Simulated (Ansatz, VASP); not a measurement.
ZnS: VASP beside Ansatz

INCAR

```
ALGO     = Normal         # electronic algorithm
EDIFF    = 1E-6           # SCF threshold, eV
ENCUT    = 520            # plane-wave cutoff, eV
GGA      = PE             # functional
ISIF     = 2              # what is computed and relaxed
ISMEAR   = 0              # smearing method
LASPH    = True           # aspherical terms in the spheres
LCHARG   = False          # write CHGCAR
LREAL    = False          # projectors in reciprocal space
LWAVE    = False          # write WAVECAR
NBANDS   = 46             # bands
NELM     = 80             # most SCF steps
PREC     = Accurate       # precision mode
SIGMA    = 0.05           # smearing width, eV
```

KPOINTS

```
k-points
0
Gamma
  12 12 2
```

The input POSCAR:

```
ZnS
1.0
    3.8467234434      0.0000000000      0.0000000000
   -1.9233617217      3.3313602233      0.0000000000
    0.0000000000      0.0000000000     12.5902250239
Zn S
4 4
Direct
    0.0000000000      0.0000000000      0.0026842565
    0.0000000000      0.0000000000      0.4974164373
    0.3333333333      0.6666666667      0.2518366176
    0.6666666667      0.3333333333      0.7482124098
    0.0000000000      0.0000000000      0.1783541943
    0.0000000000      0.0000000000      0.6962252013
    0.3333333333      0.6666666667      0.4376361758
    0.6666666667      0.3333333333      0.9376347072
```

Input for Ansatz:

```yaml
crystal:
  lattice:
    - [3.8467234434, 0.0, 0.0]
    - [-1.9233617217, 3.3313602233, 0.0]
    - [0.0, 0.0, 12.5902250239]
  atoms:
    - { symbol: Zn, position: [0.0, 0.0, 0.0026842565] }
    - { symbol: Zn, position: [0.0, 0.0, 0.4974164373] }
    - { symbol: Zn, position: [0.3333333333, 0.6666666667, 0.2518366176] }
    - { symbol: Zn, position: [0.6666666667, 0.3333333333, 0.7482124098] }
    - { symbol: S, position: [0.0, 0.0, 0.1783541943] }
    - { symbol: S, position: [0.0, 0.0, 0.6962252013] }
    - { symbol: S, position: [0.3333333333, 0.6666666667, 0.4376361758] }
    - { symbol: S, position: [0.6666666667, 0.3333333333, 0.9376347072] }
basis:
  ecutwfc: 420
kpoints:
  mp_grid: { grid: [12, 12, 2] }
hamiltonian:
  xc: pbe
scf:
  occupations: { method: gaussian, width: 0.05 }
output:
  forces: true
  stress: true
  eigenvalues: true
```

Change from the starting cell: mode 23 (322.4 1/cm) frozen in, largest displacement +0.113 Å.

Alike in both runs: task single point; functional PBE; k mesh 12 × 12 × 2; occupations gaussian, width 0.05 eV; no spin polarisation.

|  | VASP | Ansatz |
| --- | --- | --- |
| version | VASP 6.6.1 | Ansatz 0.2.0 |
| potentials or method | VASP PAW PBE potentials, release 64 (Zn, S), cutoff 520 eV | scalar-relativistic, plane waves, PAW |
| valence electrons in the cell | 72 | 72 |

```csv
,VASP,Ansatz,Ansatz less VASP
gap on the k mesh at the Fermi level (eV),1.78,1.78,0.000
least direct gap on the mesh (eV),1.78,1.78,0.000
pressure (GPa),0.5,0.4,-0.15
"traceless stress, the component that is largest in VASP (GPa)",0.46,0.46,+0.004
rms of the force components (eV/Å),0.523,0.519,-0.0043
```

Atom by atom the forces differ by 0.004 eV/Å (rms over components).
